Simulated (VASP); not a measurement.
Input of a VASP 6.6.1 run:

Contents of INCAR:

```
ALGO = Fast
EDIFF = 1E-6
ENCUT = 520
GGA = PE
ISIF = 2
ISMEAR = 0
LASPH = T
LCHARG = F
LREAL = F
LWAVE = F
NBANDS = 36
NELM = 60
PREC = Accurate
SIGMA = 0.15
```

Contents of KPOINTS:

```
k-points
0
Gamma
  10 10 10
```

Contents of POSCAR:

```
CoSi
1.0
    4.4308490603      0.0000000000      0.0000000000
    0.0000000000      4.4308490603      0.0000000000
    0.0000000000      0.0000000000      4.4308490603
Co Si
4 4
Direct
    0.1296083002      0.1663068418      0.1817174532
    0.3549810884      0.8549810884      0.6450189116
    0.6450189116      0.3549810884      0.8549810884
    0.8549810884      0.6450189116      0.3549810884
    0.8431597103      0.8431597103      0.8431597103
    0.6568402897      0.1568402897      0.3431597103
    0.3431597103      0.6568402897      0.1568402897
    0.1568402897      0.3431597103      0.6568402897
```

Potentials or basis: VASP PAW PBE potentials, release 64 (Co, Si).

Launch:

```sh
$ cat potpaw_PBE.64/Co/POTCAR potpaw_PBE.64/Si/POTCAR > POTCAR
$ mpirun -np 1 vasp_std > vasp.out
```

(1) What does it give for the pressure?

(2) What does it give for the band gap on the k mesh?

(3) Estimate the largest force.

## Answers

(1) 1.1 GPa.

(2) zero (bands 26 and 27 overlap by 0.23 eV).

(3) 2.558 eV/Å.

Caveat: the cell differs from its parent crystal (atom 1 (Co) moved -0.200 Å towards its neighbour atom 2 (Co) at 2.725 Å); the run has no spin polarisation, though such a crystal can be magnetic; forces of over 1 eV/Å act on the atoms, so gaps and moduli don't describe the material at rest.
